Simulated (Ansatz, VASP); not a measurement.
**Mg4TlF3: VASP beside Ansatz**

```
Mg Tl F
1.0
     5.22934    0.00000    0.00000
     0.00000    5.22934    0.00000
     0.00000    0.00000    5.22934
Mg Tl F
4 1 3
Direct
  0.50000 0.00000 0.00000
  0.50000 0.50000 0.50000
  0.00000 0.00000 0.50000
  0.00000 0.50000 0.00000
  0.00000 0.00000 0.00000
  0.00000 0.50000 0.50000
  0.50000 0.00000 0.50000
  0.50000 0.50000 0.00000
```

Change from the starting cell: species swapped into the Mg3MnO4 type (Pm-3m, No. 221).

Alike in both runs: functional PBE; k mesh 8 × 8 × 8; occupations gaussian, width 0.1 eV; no spin polarisation.

Ansatz relaxed the structure, and its values are those at the end. VASP's run is a single point on that final structure, the one shown.

|  | VASP | Ansatz |
| --- | --- | --- |
| version | VASP 6.6.1 | Ansatz 0.2.0 |
| potentials or method | VASP PAW PBE potentials, release 64 (Mg, Tl_d, F), cutoff 520 eV | scalar-relativistic, plane waves, PAW |
| valence electrons in the cell | 42 | 74 |

```tsv
	VASP	Ansatz	Ansatz less VASP
gap on the k mesh at the Fermi level (eV)	none	none	-
pressure (GPa)	-0.3	0.0	+0.31
```

A gap of «none» marks a metal or a gap that the smearing closes. With one functional, cell and mesh, what is left measures potentials, basis and numerics. VASP's potentials hold 42 valence electrons a cell and Ansatz's 74, so a difference there can come from the potentials and not from the codes.

Spin-orbit coupling is off throughout.
